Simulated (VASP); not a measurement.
# BiTe in VASP: notebook

BiTe is run at these levels: PBE; tasks: relaxation of shape and atoms at fixed volume, single point.

Program: VASP 6.6.1. These are calculated values, not measurements. Logs are shortened: lines on timing, memory, paths and dates and some standing lists are left out, and cuts for length are marked.

### Step 1. The cell of the first run

It takes space group P6_3/mmc (No. 194, hexagonal). Conventional cell: a = 4.370 Å, b = 4.370 Å, c = 8.832 Å, α = 90.00°, β = 90.00°, γ = 120.00°. Within 4.4 Å of Bi (site symmetry -6m2) lie 6 Te at 3.35 Å and 6 Bi at 4.37 Å. Te (site symmetry -3m) has 6 Bi at 3.35 Å and 8 Te at 4.37 to 4.42 Å within 4.5 Å.

### Step 2. Relaxation of shape and atoms at fixed volume, PBE (36.51 Å³/atom)

Contents of INCAR:

```
  PREC = Accurate
  ENCUT = 600
  EDIFF = 1E-6
  ISMEAR = 0
  SIGMA = 0.05
  LREAL = F
  LASPH = T
  NELM = 80
  ALGO = Normal
  ISIF = 4
  LWAVE = F
  LCHARG = F
  GGA = PE
  IBRION = 2
  NSW = 60
  EDIFFG = -0.01
```

Contents of KPOINTS:

```
regular mesh
0
Gamma
  8 8 6
```

Contents of POSCAR:

```
BiTe
1.0
    4.3698137230      0.0000000000      0.0000000000
   -2.1849068615      3.7843696940      0.0000000000
    0.0000000000      0.0000000000      8.8318173123
Bi Te
2 2
Direct
    0.3333333333      0.6666666667      0.2500000000
    0.6666666667      0.3333333333      0.7500000000
    0.0000000000      0.0000000000      0.0000000000
    0.0000000000      0.0000000000      0.5000000000
```

Potentials or basis: VASP PAW PBE potentials, release 64 (Bi_d, Te).

Started as:

```console
cat potpaw_PBE.64/Bi_d/POTCAR potpaw_PBE.64/Te/POTCAR > POTCAR
mpirun -np 1 vasp_std > vasp.out
```

OUTCAR:

```text
PREC = Accurate
   ENCUT = 600
   EDIFF = 1E-6
   ISMEAR = 0
   LREAL = F
   LASPH = T
   NELM = 80
   ISIF = 4
   GGA = PE
   IBRION = 2
   NSW = 60
   EDIFFG = -0.01

 ion  position               nearest neighbor table
   1  0.333  0.667  0.250-   3 3.35   4 3.35   3 3.35   4 3.35   3 3.35   4 3.35
   2  0.667  0.333  0.750-   3 3.35   4 3.35   3 3.35   4 3.35   3 3.35   4 3.35
   3  0.000  0.000  0.000-   1 3.35   2 3.35   2 3.35   1 3.35   2 3.35   1 3.35
   4  0.000  0.000  0.500-   1 3.35   2 3.35   2 3.35   1 3.35   2 3.35   1 3.35

  LATTYP: Found a hexagonal cell.
 ALAT       =     4.3698137230
 C/A-ratio  =     2.0210969785

  Lattice vectors:

 A1 = (   4.3698137230,   0.0000000000,   0.0000000000)
 A2 = (  -2.1849068615,   3.7843696940,   0.0000000000)
 A3 = (   0.0000000000,   0.0000000000,   8.8318173123)

Analysis of symmetry for initial positions (statically):
=====================================================================
 Subroutine PRICEL returns:
 Original cell was already a primitive cell.

 Routine SETGRP: Setting up the symmetry group for a
 hexagonal supercell.

 Subroutine GETGRP returns: Found 24 space group operations
 (whereof 12 operations were pure point group operations)
 out of a pool of 24 trial point group operations.

The static configuration has the point symmetry D_3d.
 The point group associated with its full space group is D_6h.

Analysis of symmetry for dynamics (positions and initial velocities):
=====================================================================
 Subroutine PRICEL returns:
 Original cell was already a primitive cell.

 Routine SETGRP: Setting up the symmetry group for a
 hexagonal supercell.

 Subroutine GETGRP returns: Found 24 space group operations
 (whereof 12 operations were pure point group operations)
 out of a pool of 24 trial point group operations.

The dynamic configuration has the point symmetry D_3d.
 The point group associated with its full space group is D_6h.

 Subroutine INISYM returns: Found 24 space group operations
 (whereof 12 operations are pure point group operations),
 and found     1 'primitive' translations

----------------------------------------------------------------------------------------

                                     Primitive cell

  volume of cell :     146.0517

  direct lattice vectors                    reciprocal lattice vectors
     4.369813723  0.000000000  0.000000000     0.228842707  0.132122398  0.000000000
    -2.184906862  3.784369694  0.000000000     0.000000000  0.264244797  0.000000000
     0.000000000  0.000000000  8.831817312     0.000000000  0.000000000  0.113226980

  length of vectors
     4.369813723  4.369813723  8.831817312     0.264244797  0.264244797  0.113226980

  position of ions in fractional coordinates (direct lattice)
     0.333333333  0.666666667  0.250000000
     0.666666667  0.333333333  0.750000000
     0.000000000  0.000000000  0.000000000
     0.000000000  0.000000000  0.500000000

  ion indices of the primitive-cell ions
   primitive index   ion index
                 1           1
                 2           2
                 3           3
                 4           4

----------------------------------------------------------------------------------------

 KPOINTS: regular mesh

Automatic generation of k-mesh.
 Grid dimensions read from file:
 generate k-points for:    8    8    6

 Generating k-lattice:

  Cartesian coordinates                     Fractional coordinates (reciprocal lattice)
     0.028605338  0.016515300  0.000000000     0.125000000 -0.000000000  0.000000000
     0.000000000  0.033030600  0.000000000     0.000000000  0.125000000  0.000000000
     0.000000000  0.000000000  0.018871163     0.000000000  0.000000000  0.166666667

  Length of vectors
     0.033030600  0.033030600  0.018871163

  Shift w.r.t. Gamma in fractional coordinates (k-lattice)
     0.000000000  0.000000000  0.000000000

 Subroutine IBZKPT returns following result:
 ===========================================

 Found     40 irreducible k-points:

 Following reciprocal coordinates:
            Coordinates               Weight
  0.000000  0.000000  0.000000      1.000000
  0.125000 -0.000000  0.000000      6.000000
  0.250000 -0.000000  0.000000      6.000000
  0.375000 -0.000000  0.000000      6.000000
  0.500000 -0.000000  0.000000      3.000000
  0.125000  0.125000  0.000000      6.000000
[... 16 lines left out ...]
  0.250000 -0.000000  0.333333     12.000000
  0.375000 -0.000000  0.333333     12.000000
 [... further k-points ...]
   k-points           NKPTS =     40   k-points in BZ     NKDIM =     40   number of bands    NBANDS=     25
   number of dos      NEDOS =    301   number of ions     NIONS =      4
   total plane-waves  NPLWV =  93312
   dimension x,y,z NGX =    36 NGY =   36 NGZ =   72
   dimension x,y,z NGXF=    72 NGYF=   72 NGZF=  144
   ions per type =               2   2
   NGX,Y,Z   is equivalent  to a cutoff of  13.70, 13.70, 13.55 a.u.
   NGXF,Y,Z  is equivalent  to a cutoff of  27.39, 27.39, 27.11 a.u.
 SYSTEM =  unknown system
   PREC   = accura    normal or accurate (medium, high low for compatibility)
   ISTART =      0    job   : 0-new  1-cont  2-samecut
   ICHARG =      2    charge: 1-file 2-atom 10-const
   ISPIN  =      1    spin polarized calculation?
   LNONCOLLINEAR =      F non collinear calculations
   LSORBIT =      F    spin-orbit coupling
   LASPH  =      T    aspherical Exc in radial PAW
   ENCUT  =  600.0 eV  44.10 Ry    6.64 a.u.   8.73  8.73 17.64*2*pi/ulx,y,z
   NELM   =     80;   NELMIN=  2; NELMDL= -5     # of ELM steps
   EDIFF  = 0.1E-05   stopping-criterion for ELM
   LREAL  =      F    real-space projection
   EDIFFG = -.1E-01   stopping-criterion for IOM
   NSW    =     60    number of steps for IOM
   IBRION =      2    ionic relax: 0-MD 1-quasi-New 2-CG
   NFREE  =      1    steps in history (QN), initial steepest desc. (CG)
   ISIF   =      4    stress and relaxation
   ISYM   =      2    0-nonsym 1-usesym 2-fastsym
   POTIM  = 0.5000    time-step for ionic-motion
   TEBEG  =    0.0;   TEEND  =   0.0 temperature during run
   PSTRESS=    0.0 pullay stress
   NELECT =      42.0000    total number of electrons
   NUPDOWN=      -1.0000    fix difference up-down
   EMIN   =  10.00;   EMAX   =-10.00  energy-range for DOS
   EFERMI =   0.00;   METHOD = LEGACY
   ISMEAR =     0;   SIGMA  =   0.05  broadening in eV -4-tet -1-fermi 0-gaus
   EFERMI_NEDOS =   21; number of points for ismear=-14 and -15
   IALGO  =     38    algorithm
   IMIX   =      4    mixing-type and parameters
     AMIX     =   0.40;   BMIX     =  1.00
     AMIX_MAG =   1.60;   BMIX_MAG =  1.00
  volume/ion in A,a.u.               =      36.51       246.40
  Fermi-wavevector in a.u.,A,eV,Ry     =   1.080577  2.041995 15.886799  1.167647
  Thomas-Fermi vector in A             =   2.216572
   LORBIT       =      0    0 simple, 1 ext, 2 COOP (PROOUT), +10 PAW based schemes
   GGA     = PE    functional components
   LHFCALC =     F    Hartree Fock is set to
   AEXX    =    0.0000 exact exchange contribution
   IVDW    =     0    specifies the selected vdW correction
   LEPSILON=     F    determine dielectric tensor
   LRPA    =     F    only Hartree local field effects (RPA)
 conjugate gradient relaxation of ions
 non-spin polarized calculation
 Gauss-broadening in eV      SIGMA  =   0.05
  energy-cutoff  :      600.00
  volume of cell :      146.05
 maximum number of plane-waves:      4896
 NGX is ok and might be reduce to    36
   NGX = 17   NGY = 17   NGZ = 35

--------------------------------------- Ionic step        1  -------------------------------------------

 number of electron      41.9999993 magnetization

 Free energy of the ion-electron system (eV)
  ---------------------------------------------------
  ext. energy  EPLUGINS =         0.00000000
  ---------------------------------------------------
  free energy    TOTEN  =       -14.09905758 eV

  energy without entropy =      -14.09360315  energy(sigma->0) =      -14.09633036

------------------------ aborting loop because EDIFF is reached ----------------------------------------

  FORCE on cell =-STRESS in cart. coord.  units (eV):
  Direction    XX          YY          ZZ          XY          YZ          ZX
  --------------------------------------------------------------------------------------
  -------------------------------------------------------------------------------------
  Total       -3.0159660     -3.0159660     -3.5059794      0.0000000      0.0000000     -0.0000000
  in kB      -33.0849484    -33.0849484    -38.4603639      0.0000000      0.0000000     -0.0000000
  external PRESSURE =     -34.8767536 kB  Pullay stress =       0.0000000 kB
[... 61 lines left out ...]
  energy  without entropy=      -14.0951739085  energy(sigma->0) =      -14.09794353

--------------------------------------- Ionic step        3  -------------------------------------------

 number of electron      42.0000003 magnetization

 Free energy of the ion-electron system (eV)
  ---------------------------------------------------
  ext. energy  EPLUGINS =         0.00000000
  ---------------------------------------------------
  free energy    TOTEN  =       -14.10242353 eV

  energy without entropy =      -14.09679387  energy(sigma->0) =      -14.09960870

 E-fermi :   5.7667     XC(G=0):  -9.1264

 val. band max:        5.7645008936   @ k =   0.2500  -0.0000   0.0000
 cond. band min:       5.7873158897   @ k =   0.1250  -0.0000   0.3333
 fundamental gap:      0.0228149962
 Fermi energy:         5.7666767232

 k-point     1 :       0.0000    0.0000    0.0000
  band No.  band energies     occupation
      1     -17.5068      2.00000
      2     -17.5049      2.00000
      3     -17.4969      2.00000
      4     -17.4969      2.00000
      5     -17.4967      2.00000
      6     -17.4967      2.00000
[... 661 lines left out ...]
     24       7.1363      0.00000
     25       7.7470      0.00000

 [... further k-points ...]

------------------------ aborting loop because EDIFF is reached ----------------------------------------

  FORCE on cell =-STRESS in cart. coord.  units (eV):
  Direction    XX          YY          ZZ          XY          YZ          ZX
  --------------------------------------------------------------------------------------
  -------------------------------------------------------------------------------------
  Total       -2.9700428     -2.9700428     -2.9375130      0.0000000      0.0000000      0.0000000
  in kB      -32.5811743    -32.5811743    -32.2243250      0.0000000      0.0000000      0.0000000
  external PRESSURE =     -32.4622245 kB  Pullay stress =       0.0000000 kB
[... 19 lines left out ...]
  FREE ENERGIE OF THE ION-ELECTRON SYSTEM (eV)
  ---------------------------------------------------
  free  energy   TOTEN  =       -14.1024235308 eV

  energy  without entropy=      -14.0967938749  energy(sigma->0) =      -14.09960870

 reached required accuracy - stopping structural energy minimisation
```

Wall time 8.5 min (1 thread of AMD EPYC 7R13, shared host); peak memory 0.41 GiB.

Results:

```
Free energy               : -14.1024 eV
Energy gained by relaxing : 0.8 meV/atom
Ionic steps               : 3
Pressure after relaxing   : -3.2 GPa
Band gap on the k mesh    : zero (bands 21 and 22 overlap by 2.05 eV)
```

Step by step:
| step | energy change (eV) | largest force (eV/Å) | pressure (GPa) | volume (Å³) |
| --- | --- | --- | --- | --- |
| 1 | 0.0000 | 0.0000 | -3.49 | 146.05 |
| 2 | -0.0017 | 0.0000 | -3.42 | 146.05 |
| 3 | -0.0034 | 0.0000 | -3.25 | 146.05 |

Final structure:
```yaml
crystal:
  lattice:
    - [4.40127, 0.00000, 0.00000]
    - [-2.20063, 3.81161, 0.00000]
    - [0.00000, 0.00000, 8.70604]
  atoms:
    - { symbol: Bi, position: [0.33333, 0.66667, 0.25000] }
    - { symbol: Bi, position: [0.66667, 0.33333, 0.75000] }
    - { symbol: Te, position: [0.00000, 0.00000, 0.00000] }
    - { symbol: Te, position: [0.00000, 0.00000, 0.50000] }
```

Caveat: spin-orbit coupling is left out, which moves the levels of the heavy elements.

### Step 3. Single point, PBE (atom 2 (Bi) moved 0.08 Å along x)

Contents of INCAR:

```
SYSTEM = BiTe
  PREC = Accurate
  ENCUT = 520
  EDIFF = 1E-6
  ISMEAR = 0
  SIGMA = 0.05
  LREAL = .False.
  LASPH = .True.
  NELM = 100
  ALGO = Normal
  ISIF = 2
  LWAVE = .False.
  LCHARG = .False.
  GGA = PE
  NBANDS = 29
```

Contents of KPOINTS:

```
regular mesh
0
Gamma
  8 8 6
  0 0 0
```

Contents of POSCAR:

```
BiTe
1.0
    4.1949357470      0.0000000000      0.0000000000
   -2.0974678735      3.6329209241      0.0000000000
    0.0000000000      0.0000000000      8.7122958338
Bi Te
2 2
Direct
    0.3333333333      0.6666666667      0.2500000000
    0.6857372806      0.3333333333      0.7500000000
    0.0000000000      0.0000000000      0.0000000000
    0.0000000000      0.0000000000      0.5000000000
```

Potentials or basis: VASP PAW PBE potentials, release 64 (Bi_d, Te).

Started as:

```console
cat potpaw_PBE.64/Bi_d/POTCAR potpaw_PBE.64/Te/POTCAR > POTCAR
mpirun -np 1 vasp_std > vasp.out
```

Wall time 10 min (1 thread of AMD EPYC 7R13, shared host); peak memory 0.57 GiB.

It converged, with:

```yaml
Free_energy: -14.2477 eV
Pressure: 0.0 GPa
Largest_force: 0.118 eV/Å
Band_gap_on_the_k_mesh: zero (bands 21 and 22 overlap by 2.51 eV)
```

Forces in eV/Å, atoms in the order of the input:
```
Bi   0.060 -0.002  0.000
Bi  -0.118  0.002  0.000
Te   0.029  0.000  0.011
Te   0.029  0.000 -0.011
```

Stress tensor (GPa, compression positive):
```
 0.00 -0.27  0.00
-0.27 -0.03  0.00
 0.00  0.00  0.04
```

Levels at points of the mesh, in eV from the Fermi level:
```
           k point  band 18  band 19  band 20  band 21  band 22  band 23  band 24  band 25
(0.00, 0.00, 0.00)    -0.98    -0.77    -0.73     0.49     0.49     0.51     2.00     2.19
(0.50, 0.00, 0.00)    -1.96    -1.79    -1.77    -1.51    -0.74    -0.32     2.19     3.01
(0.00, 0.50, 0.00)    -1.94    -1.76    -1.76    -1.50    -0.76    -0.30     2.24     2.94
(0.50, 0.50, 0.00)    -1.97    -1.74    -1.70    -1.48    -0.78    -0.29     2.31     2.99
(0.00, 0.00, 0.50)    -1.30    -1.27    -1.18     1.24     1.34     1.35     1.46     2.05
(0.50, 0.00, 0.50)    -3.66    -2.57    -2.55     0.55     0.68     1.46     1.49     1.78
(0.00, 0.50, 0.50)    -3.73    -2.54    -2.53     0.63     0.67     1.45     1.51     1.80
(0.50, 0.50, 0.50)    -3.71    -2.53    -2.51     0.64     0.77     1.48     1.48     1.79
```

Caveat: the cell differs from its parent crystal (atom 2 (Bi) moved 0.08 Å along x); spin-orbit coupling is left out, which moves the levels of the heavy elements.

The gap in the log of VASP goes by the Fermi energy; the results here count the filled bands.